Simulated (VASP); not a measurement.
# BaTiO3: single point with PBE

The system is BaTiO3.

```xyz
5
Lattice="4.0722 0.0000 0.0000 0.0000 4.0722 0.0000 0.0000 0.0000 4.0722" Properties=species:S:1:pos:R:3 pbc="T T T"
Ba    2.0361    2.0361    2.0361
Ti    0.0000    0.0000    0.0000
O     2.0361    0.0000    0.0000
O     0.0000    2.0361    0.0000
O     0.0000    0.0000    2.0361
```

```yaml
Program: VASP 6.6.1
Task: single point
Functional: PBE
Potentials_or_basis: VASP PAW PBE potentials, release 64 (Ba_sv, Ti_sv, O_h)
Cutoff: 1340 eV
k_mesh: 6 × 6 × 6
Occupations: gaussian, width 0.05 eV
Spin: no spin polarisation
Dipole_correction: no
Further_INCAR_settings: ALGO = Normal; EDIFF = 1e-06; NBANDS = 28
```

* Pressure: -4.5 GPa
* Band gap on the k mesh: 1.64 eV (least direct gap 1.83 eV)

Levels at points of the mesh, in eV from the valence-band top:
| k point | band 16 | band 17 | band 18 | band 19 | band 20 | band 21 | band 22 | band 23 | band 24 | band 25 |
| --- | --- | --- | --- | --- | --- | --- | --- | --- | --- | --- |
| (0.00, 0.00, 0.00) | -1.01 | -1.01 | -0.19 | -0.19 | -0.19 | 1.64 | 1.64 | 1.64 | 3.56 | 3.56 |
| (0.50, 0.00, 0.00) | -1.77 | -1.76 | -1.76 | -0.71 | -0.71 | 1.78 | 3.23 | 3.23 | 3.57 | 5.45 |
| (0.50, 0.50, 0.00) | -2.51 | -1.73 | -0.89 | -0.89 | -0.08 | 3.24 | 3.24 | 3.63 | 4.35 | 7.13 |
| (0.50, 0.50, 0.50) | -2.41 | -2.41 | 0.00 | 0.00 | 0.00 | 3.85 | 3.85 | 3.85 | 6.50 | 6.50 |

Wall time 2.7 min on 1 thread of Intel(R) Xeon(R) Platinum 8259CL CPU @ 2.50GHz (Skylake/Cascade Lake), on a shared host, peak memory 0.44 GiB.

Caveat: the cell stands under tension; spin-orbit coupling is left out, which moves the levels of the heavy elements. As with any semilocal functional, this PBE gap is likely too small.
